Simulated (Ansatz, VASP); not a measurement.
# Sr in VASP and in Ansatz

```
CELL_PARAMETERS angstrom
7.22234 0.00000 0.00000
-3.61117 6.25473 0.00000
0.00000 0.00000 4.32736
ATOMIC_POSITIONS crystal
Sr 0.00000 0.00000 0.00000
Sr 0.33333 0.66667 0.50000
Sr 0.66667 0.33333 0.50000
```

Alike in both runs: task single point; functional revPBE; k mesh 6 × 6 × 9; occupations fermi-dirac, width 0.1 eV; no spin polarisation.

|  | VASP | Ansatz |
| --- | --- | --- |
| version | VASP 6.6.1 | Ansatz 0.2.0 |
| potentials or method | VASP PAW PBE potentials, release 64 (Sr_sv), cutoff 520 eV | plane waves (420 eV) with PAW, scalar-relativistic |
| valence electrons in the cell | 30 | 30 |

```tsv
	VASP	Ansatz	Ansatz less VASP
pressure (GPa)	-1.0	-1.0	0.00
```

VASP's potentials were made for PBE, not for revPBE.
